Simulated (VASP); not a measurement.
# Pb (P6_3/mmc) in VASP: further runs

Runs on Pb. Level: r2SCAN. Tasks: single point.

Program: VASP 6.6.1. These are calculated values, not measurements. Logs are shortened: lines on timing, memory, paths and dates and some standing lists are left out, and cuts for length are marked.

## Step 1: The cell of the first run

The structure is hexagonal, space group P6_3/mmc (No. 194). Conventional cell: a = 3.674 Å, b = 3.674 Å, c = 5.016 Å, α = 90.00°, β = 90.00°, γ = 120.00°. Within 4.3 Å of Pb (site symmetry -6m2) lie 12 Pb at 3.28 to 3.67 Å.

This isn't the form of Pb at room conditions, which is fcc.

## Step 2: Single point, r2SCAN

File POSCAR:

```
Pb
1.0
    3.6737225571      0.0000000000      0.0000000000
   -1.8368612785      3.1815370609      0.0000000000
    0.0000000000      0.0000000000      5.0160026627
Pb
2
Direct
    0.3333333333      0.6666666667      0.2500000000
    0.6666666667      0.3333333333      0.7500000000
```

File INCAR.step1:

```
SYSTEM = Pb
ALGO = Normal
EDIFF = 1E-4
ENCUT = 520
GGA = PE
ISMEAR = 0
LASPH = .True.
LCHARG = .False.
LREAL = .False.
LWAVE = .True.
NBANDS = 21
NELM = 60
PREC = Accurate
SIGMA = 0.15
```

File INCAR.step2:

```
SYSTEM = Pb
ALGO = Normal
EDIFF = 1E-6
ENCUT = 520
ISIF = 2
ISMEAR = 0
ISTART = 1
LASPH = .True.
LCHARG = .False.
LMIXTAU = .True.
LREAL = .False.
LWAVE = .False.
METAGGA = R2SCAN
NBANDS = 21
NELM = 60
PREC = Accurate
SIGMA = 0.15
```

File KPOINTS:

```
k-points
0
Gamma
  18 18 10
  0 0 0
```

Potentials or basis: VASP PAW PBE potentials, release 64 (Pb_d).

The run is started by

```bash
$ cat potpaw_PBE.64/Pb_d/POTCAR > POTCAR
$ cp INCAR.step1 INCAR
$ mpirun -np 1 vasp_std > vasp.out
$ cp INCAR.step2 INCAR
$ mpirun -np 1 vasp_std > vasp.out
```

OUTCAR:

```text
SYSTEM = Pb
   EDIFF = 1E-6
   ENCUT = 520
   ISIF = 2
   ISMEAR = 0
   ISTART = 1
   LASPH = .True.
   LREAL = .False.
   METAGGA = R2SCAN
   NELM = 60
   PREC = Accurate

 ion  position               nearest neighbor table
   1  0.333  0.667  0.250-   2 3.28   2 3.28   2 3.28   2 3.28   2 3.28   2 3.28
   2  0.667  0.333  0.750-   1 3.28   1 3.28   1 3.28   1 3.28   1 3.28   1 3.28

  LATTYP: Found a hexagonal cell.
 ALAT       =     3.6737225571
 C/A-ratio  =     1.3653732923

  Lattice vectors:

 A1 = (   3.6737225571,   0.0000000000,   0.0000000000)
 A2 = (  -1.8368612785,   3.1815370609,   0.0000000000)
 A3 = (   0.0000000000,   0.0000000000,   5.0160026627)

Analysis of symmetry for initial positions (statically):
=====================================================================
 Subroutine PRICEL returns:
 Original cell was already a primitive cell.

 Routine SETGRP: Setting up the symmetry group for a
 hexagonal supercell.

 Subroutine GETGRP returns: Found 24 space group operations
 (whereof 12 operations were pure point group operations)
 out of a pool of 24 trial point group operations.

The static configuration has the point symmetry D_3d.
 The point group associated with its full space group is D_6h.

Analysis of symmetry for dynamics (positions and initial velocities):
=====================================================================
 Subroutine PRICEL returns:
 Original cell was already a primitive cell.

 Routine SETGRP: Setting up the symmetry group for a
 hexagonal supercell.

 Subroutine GETGRP returns: Found 24 space group operations
 (whereof 12 operations were pure point group operations)
 out of a pool of 24 trial point group operations.

The dynamic configuration has the point symmetry D_3d.
 The point group associated with its full space group is D_6h.

 Subroutine INISYM returns: Found 24 space group operations
 (whereof 12 operations are pure point group operations),
 and found     1 'primitive' translations

----------------------------------------------------------------------------------------

                                     Primitive cell

  volume of cell :      58.6275

  direct lattice vectors                    reciprocal lattice vectors
     3.673722557  0.000000000  0.000000000     0.272203462  0.157156742  0.000000000
    -1.836861279  3.181537061  0.000000000     0.000000000  0.314313485  0.000000000
     0.000000000  0.000000000  5.016002663     0.000000000  0.000000000  0.199361936

  length of vectors
     3.673722557  3.673722557  5.016002663     0.314313485  0.314313485  0.199361936

  position of ions in fractional coordinates (direct lattice)
     0.333333333  0.666666667  0.250000000
     0.666666667  0.333333333  0.750000000

  ion indices of the primitive-cell ions
   primitive index   ion index
                 1           1
                 2           2

----------------------------------------------------------------------------------------

 KPOINTS: k-points

Automatic generation of k-mesh.
 Grid dimensions read from file:
 generate k-points for:   18   18   10

 Generating k-lattice:

  Cartesian coordinates                     Fractional coordinates (reciprocal lattice)
     0.015122415  0.008730930  0.000000000     0.055555556 -0.000000000  0.000000000
     0.000000000  0.017461860  0.000000000     0.000000000  0.055555556  0.000000000
     0.000000000  0.000000000  0.019936194     0.000000000  0.000000000  0.100000000

  Length of vectors
     0.017461860  0.017461860  0.019936194

  Shift w.r.t. Gamma in fractional coordinates (k-lattice)
     0.000000000  0.000000000  0.000000000

 Subroutine IBZKPT returns following result:
 ===========================================

 Found    222 irreducible k-points:

 Following reciprocal coordinates:
            Coordinates               Weight
  0.000000  0.000000  0.000000      1.000000
  0.055556 -0.000000  0.000000      6.000000
  0.111111 -0.000000  0.000000      6.000000
  0.166667  0.000000  0.000000      6.000000
  0.222222  0.000000  0.000000      6.000000
  0.277778  0.000000  0.000000      6.000000
[... 16 lines left out ...]
  0.333333  0.111111  0.000000     12.000000
  0.388889  0.111111  0.000000     12.000000
 [... further k-points ...]
   k-points           NKPTS =    222   k-points in BZ     NKDIM =    222   number of bands    NBANDS=     21
   number of dos      NEDOS =    301   number of ions     NIONS =      2
   total plane-waves  NPLWV =  31360
   dimension x,y,z NGX =    28 NGY =   28 NGZ =   40
   dimension x,y,z NGXF=    56 NGYF=   56 NGZF=   80
   ions per type =               2
   NGX,Y,Z   is equivalent  to a cutoff of  12.67, 12.67, 13.26 a.u.
   NGXF,Y,Z  is equivalent  to a cutoff of  25.34, 25.34, 26.51 a.u.
 SYSTEM =  Pb
   PREC   = accura    normal or accurate (medium, high low for compatibility)
   ISTART =      1    job   : 0-new  1-cont  2-samecut
   ICHARG =      0    charge: 1-file 2-atom 10-const
   ISPIN  =      1    spin polarized calculation?
   LNONCOLLINEAR =      F non collinear calculations
   LSORBIT =      F    spin-orbit coupling
   LASPH  =      T    aspherical Exc in radial PAW
   ENCUT  =  520.0 eV  38.22 Ry    6.18 a.u.   6.83  6.83  9.33*2*pi/ulx,y,z
   NELM   =     60;   NELMIN=  2; NELMDL=  0     # of ELM steps
   EDIFF  = 0.1E-05   stopping-criterion for ELM
   LREAL  =      F    real-space projection
   EDIFFG = 0.1E-04   stopping-criterion for IOM
   NSW    =      0    number of steps for IOM
   IBRION =     -1    ionic relax: 0-MD 1-quasi-New 2-CG
   NFREE  =      0    steps in history (QN), initial steepest desc. (CG)
   ISIF   =      2    stress and relaxation
   ISYM   =      2    0-nonsym 1-usesym 2-fastsym
   POTIM  = 0.5000    time-step for ionic-motion
   TEBEG  =    0.0;   TEEND  =   0.0 temperature during run
   PSTRESS=    0.0 pullay stress
   NELECT =      28.0000    total number of electrons
   NUPDOWN=      -1.0000    fix difference up-down
   EMIN   =  10.00;   EMAX   =-10.00  energy-range for DOS
   EFERMI =   0.00;   METHOD = LEGACY
   ISMEAR =     0;   SIGMA  =   0.15  broadening in eV -4-tet -1-fermi 0-gaus
   EFERMI_NEDOS =   21; number of points for ismear=-14 and -15
   IALGO  =     38    algorithm
   IMIX   =      4    mixing-type and parameters
     AMIX     =   0.40;   BMIX     =  1.00
     AMIX_MAG =   1.60;   BMIX_MAG =  1.00
  volume/ion in A,a.u.               =      29.31       197.82
  Fermi-wavevector in a.u.,A,eV,Ry     =   1.279658  2.418202 22.279864  1.637524
  Thomas-Fermi vector in A             =   2.412130
   LORBIT       =      0    0 simple, 1 ext, 2 COOP (PROOUT), +10 PAW based schemes
   METAGGA = R2SCAN    functional components
   LHFCALC =     F    Hartree Fock is set to
   AEXX    =    0.0000 exact exchange contribution
   IVDW    =     0    specifies the selected vdW correction
   LEPSILON=     F    determine dielectric tensor
   LRPA    =     F    only Hartree local field effects (RPA)
 non-spin polarized calculation
 Gauss-broadening in eV      SIGMA  =   0.15
  energy-cutoff  :      520.00
  volume of cell :       58.63
 maximum number of plane-waves:      1599
 NGX is ok and might be reduce to    28

 number of electron      27.9999998 magnetization

 Free energy of the ion-electron system (eV)
  ---------------------------------------------------
  ext. energy  EPLUGINS =         0.00000000
  ---------------------------------------------------
  free energy    TOTEN  =      -112.34208105 eV

  energy without entropy =     -112.32768560  energy(sigma->0) =     -112.33488333

 E-fermi :   7.6317     XC(G=0): -11.0819

 val. band max:        7.6225772100   @ k =   0.4444   0.1111   0.3000
 cond. band min:       7.6343284678   @ k =   0.2778   0.1667   0.1000
 fundamental gap:      0.0117512578
 Fermi energy:         7.6317003267

 k-point     1 :       0.0000    0.0000    0.0000
  band No.  band energies     occupation
      1     -10.2261      2.00000
      2     -10.1892      2.00000
      3     -10.1892      2.00000
      4     -10.1198      2.00000
      5     -10.1198      2.00000
      6     -10.0800      2.00000
[... 13 lines left out ...]
     20      17.3603      0.00000
     21      19.7462      0.00000

 k-point     2 :       0.0556   -0.0000    0.0000
  band No.  band energies     occupation
      1     -10.2255      2.00000
      2     -10.1930      2.00000
      3     -10.1908      2.00000
      4     -10.1275      2.00000
      5     -10.1150      2.00000
      6     -10.0758      2.00000
[... 13 lines left out ...]
     20      17.0369      0.00000
     21      19.3319      0.00000

 k-point     3 :       0.1111   -0.0000    0.0000
  band No.  band energies     occupation
      1     -10.2266      2.00000
      2     -10.2035      2.00000
      3     -10.1954      2.00000
      4     -10.1413      2.00000
      5     -10.1011      2.00000
      6     -10.0651      2.00000
[... 13 lines left out ...]
     20      16.7837      0.00000
     21      19.3426      0.00000

 k-point     4 :       0.1667    0.0000    0.0000
  band No.  band energies     occupation
      1     -10.2364      2.00000
      2     -10.2188      2.00000
      3     -10.2031      2.00000
      4     -10.1490      2.00000
      5     -10.0798      2.00000
      6     -10.0489      2.00000
[... 13 lines left out ...]
     20      17.6103      0.00000
     21      18.5076      0.00000

 k-point     5 :       0.2222    0.0000    0.0000
  band No.  band energies     occupation
      1     -10.2560      2.00000
      2     -10.2368      2.00000
      3     -10.2135      2.00000
      4     -10.1484      2.00000
      5     -10.0539      2.00000
      6     -10.0277      2.00000
[... 13 lines left out ...]
     20      17.8167      0.00000
     21      18.6580      0.00000

 k-point     6 :       0.2778    0.0000    0.0000
  band No.  band energies     occupation
      1     -10.2794      2.00000
      2     -10.2548      2.00000
      3     -10.2258      2.00000
      4     -10.1451      2.00000
      5     -10.0264      2.00000
      6     -10.0036      2.00000
[... 13 lines left out ...]
     20      17.2611      0.00000
     21      19.1018      0.00000

 k-point     7 :       0.3333    0.0000    0.0000
  band No.  band energies     occupation
      1     -10.3015      2.00000
      2     -10.2710      2.00000
      3     -10.2387      2.00000
      4     -10.1425      2.00000
      5     -10.0004      2.00000
      6      -9.9801      2.00000
[... 13 lines left out ...]
     20      16.8336      0.00000
     21      18.9810      0.00000
[... 291 lines left out ...]
      1     -10.2566      2.00000
      2     -10.2390      2.00000
      3     -10.2025      2.00000
      4     -10.1817      2.00000
      5     -10.0288      2.00000
      6     -10.0135      2.00000
[... 13 lines left out ...]
     20      16.8843      0.00000
     21      17.1384      0.00000

 k-point    21 :       0.2222    0.1111    0.0000
  band No.  band energies     occupation
      1     -10.2804      2.00000
      2     -10.2578      2.00000
      3     -10.2049      2.00000
      4     -10.1748      2.00000
      5     -10.0189      2.00000
      6      -9.9906      2.00000
[... 13 lines left out ...]
     20      16.2845      0.00000
     21      18.0580      0.00000

 k-point    22 :       0.2778    0.1111    0.0000
  band No.  band energies     occupation
      1     -10.3025      2.00000
      2     -10.2779      2.00000
      3     -10.2071      2.00000
      4     -10.1623      2.00000
      5     -10.0098      2.00000
      6      -9.9709      2.00000
[... 13 lines left out ...]
     20      15.8375      0.00000
     21      19.1835      0.00000

 k-point    23 :       0.3333    0.1111    0.0000
  band No.  band energies     occupation
      1     -10.3203      2.00000
      2     -10.2944      2.00000
      3     -10.2089      2.00000
      4     -10.1506      2.00000
      5     -10.0015      2.00000
      6      -9.9576      2.00000
[... 13 lines left out ...]
     20      15.5277      0.00000
     21      20.1275      0.00000

 k-point    24 :       0.3889    0.1111    0.0000
  band No.  band energies     occupation
      1     -10.3319      2.00000
      2     -10.3051      2.00000
      3     -10.2100      2.00000
      4     -10.1428      2.00000
      5      -9.9952      2.00000
      6      -9.9632      2.00000
[... 13 lines left out ...]
     20      15.3451      0.00000
     21      20.2372      0.00000

 [... further k-points ...]

------------------------ aborting loop because EDIFF is reached ----------------------------------------

  FORCE on cell =-STRESS in cart. coord.  units (eV):
  Direction    XX          YY          ZZ          XY          YZ          ZX
  --------------------------------------------------------------------------------------
  -------------------------------------------------------------------------------------
  Total        0.9266610      0.9266610      2.7599169      0.0000000      0.0000000      0.0000000
  in kB       25.3238858     25.3238858     75.4232915      0.0000000      0.0000000      0.0000000
  external PRESSURE =      42.0236877 kB  Pullay stress =       0.0000000 kB

 VOLUME and BASIS-vectors are now :
 -----------------------------------------------------------------------------
  energy-cutoff  :      520.00
  volume of cell :       58.63
      direct lattice vectors                 reciprocal lattice vectors
     3.673722557  0.000000000  0.000000000     0.272203462  0.157156742  0.000000000
    -1.836861279  3.181537061  0.000000000     0.000000000  0.314313485  0.000000000
     0.000000000  0.000000000  5.016002663     0.000000000  0.000000000  0.199361936

 POSITION                                       TOTAL-FORCE (eV/Angst)
 -----------------------------------------------------------------------------------
     -0.00000      2.12102      1.25400        -0.000000      0.000000      0.000000
      1.83686      1.06051      3.76200         0.000000     -0.000000      0.000000
 -----------------------------------------------------------------------------------
    total drift:                               -0.000000      0.000000      0.000000

  FREE ENERGIE OF THE ION-ELECTRON SYSTEM (eV)
  ---------------------------------------------------
  free  energy   TOTEN  =      -112.3420810547 eV

  energy  without entropy=     -112.3276856033  energy(sigma->0) =     -112.33488333
```

It took 8.4 min on 1 thread of Intel Xeon 6975P-C (Granite Rapids), shared host; peak memory 0.35 GiB.

What came out:

- Free energy: -112.3421 eV
- Pressure: 4.2 GPa
- Band gap on the k mesh: zero (bands 14 and 15 overlap by 7.22 eV)

Stress tensor (GPa, compression positive):
```
2.53 0.00 0.00
0.00 2.53 0.00
0.00 0.00 7.54
```

Levels at points of the mesh, in eV from the Fermi level:
```csv
k point,band 10,band 11,band 12,band 13,band 14,band 15,band 16,band 17,band 18,band 19
"(0.00, 0.00, 0.00)",-17.44,-12.64,-6.77,-3.99,3.85,3.85,6.44,6.44,7.44,8.53
"(0.50, 0.00, 0.00)",-17.38,-9.45,-7.84,-2.18,-0.51,-0.13,0.66,2.17,5.60,6.26
"(0.00, 0.00, 0.50)",-17.52,-10.91,-10.91,3.16,3.16,5.16,5.16,5.16,5.16,8.76
"(0.50, 0.00, 0.50)",-17.48,-8.20,-8.20,-4.05,-4.05,2.71,2.71,4.53,4.53,8.11
```

Caveat: the stress differs along the axes, from 3 to 8 GPa; the PAW data sets were made with another functional, which shifts forces and pressure a little; spin-orbit coupling is left out, which moves the levels of the heavy elements.

## Step 3: Single point, r2SCAN

This run uses another cell than the first one, of the same volume but with other edges.

File POSCAR:

```
Pb
1.0
    3.2748060304      0.0000000000      0.0000000000
   -1.6374030152      2.8360652148      0.0000000000
    0.0000000000      0.0000000000      6.3124696817
Pb
2
Direct
    0.3333333333      0.6666666667      0.2500000000
    0.6666666667      0.3333333333      0.7500000000
```

File INCAR.step1:

```
PREC = Accurate
ENCUT = 520
ISMEAR = 0
SIGMA = 0.15
LREAL = F
LASPH = T
NELM = 80
NBANDS = 21
GGA = PE
ALGO = Normal
EDIFF = 1E-4
LWAVE = T
LCHARG = F
```

File INCAR.step2:

```
PREC = Accurate
ENCUT = 520
EDIFF = 1E-6
ISMEAR = 0
SIGMA = 0.15
LREAL = F
LASPH = T
NELM = 80
ALGO = Normal
ISIF = 2
LWAVE = F
LCHARG = F
METAGGA = R2SCAN
LMIXTAU = T
NBANDS = 21
ISTART = 1
```

File KPOINTS:

```
regular mesh
0
Gamma
  18 18 10
```

Potentials or basis: VASP PAW PBE potentials, release 64 (Pb_d).

The run is started by

```bash
$ cat potpaw_PBE.64/Pb_d/POTCAR > POTCAR
$ cp INCAR.step1 INCAR
$ mpirun -np 1 vasp_std > vasp.out
$ cp INCAR.step2 INCAR
$ mpirun -np 1 vasp_std > vasp.out
```

Run time: 4.3 min. Hardware: 1 thread of Intel Xeon 6975P-C (Granite Rapids), shared host; peak memory 0.33 GiB.

It converged, with:

| Quantity | Value |
| --- | --- |
| Free energy | -112.3629 eV |
| Pressure | 4.4 GPa |
| Band gap on the k mesh | zero (bands 14 and 15 overlap by 6.85 eV) |

Stress tensor (GPa, compression positive):
```
 7.07  0.00  0.00
 0.00  7.07  0.00
 0.00  0.00 -0.98
```

Levels at points of the mesh, in eV from the Fermi level:
```
           k point  band 12  band 13  band 14  band 15  band 16  band 17
(0.00, 0.00, 0.00)   -10.07    -4.83     4.63     8.13     8.13     9.11
(0.50, 0.00, 0.00)    -7.15    -3.82    -2.84    -0.35     1.86     3.57
(0.00, 0.00, 0.50)   -11.70    -1.01    -1.01     8.77     8.77     8.77
(0.50, 0.00, 0.50)    -7.52    -4.12    -4.12     2.68     2.68     4.58
```

Caveat: the stress differs along the axes, from -1 to 7 GPa; the PAW data sets were made with another functional, which shifts forces and pressure a little; spin-orbit coupling is left out, which moves the levels of the heavy elements.
